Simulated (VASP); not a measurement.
# TiSi2: single point with PBE

Crystal: TiSi2.

```
Ti Si
1.0
     0.00000    4.11800    4.26150
     2.38650    0.00000    4.26150
     2.38650    4.11800    0.00000
Ti Si
2 4
Direct
  0.75000 0.75000 0.75000
  0.50000 0.50000 0.50000
  0.08690 0.41310 0.08690
  0.41310 0.08690 0.41310
  0.16310 0.83690 0.16310
  0.83690 0.16310 0.83690
```

```
Program                : VASP 6.6.1
Task                   : single point
Functional             : PBE
Potentials or basis    : VASP PAW PBE potentials, release 64 (Ti_sv, Si)
Cutoff                 : 520 eV
k mesh                 : 9 × 9 × 9
Occupations            : methfessel-paxton, width 0.2 eV
Spin                   : no spin polarisation
Dipole correction      : no
Further INCAR settings : ALGO = Normal; EDIFF = 1e-06; NBANDS = 29
```

```json
{"Pressure": "2.3 GPa", "Band gap on the k mesh": "zero (bands 20 and 21 overlap by 1.80 eV)"}
```

Stress tensor (GPa, compression positive):
```
2.67 0.00 0.00
0.00 1.11 0.00
0.00 0.00 3.00
```

Levels at points of the mesh, in eV from the Fermi level:
```csv
k point,band 17,band 18,band 19,band 20,band 21,band 22,band 23,band 24
"(0.00, 0.00, 0.00)",-2.28,-2.06,-1.77,-1.38,-0.94,2.07,3.15,3.34
```

Wall time 2.7 min on 1 thread of Intel(R) Xeon(R) 6975P-C (Granite Rapids), on a shared host, peak memory 0.4 GiB.
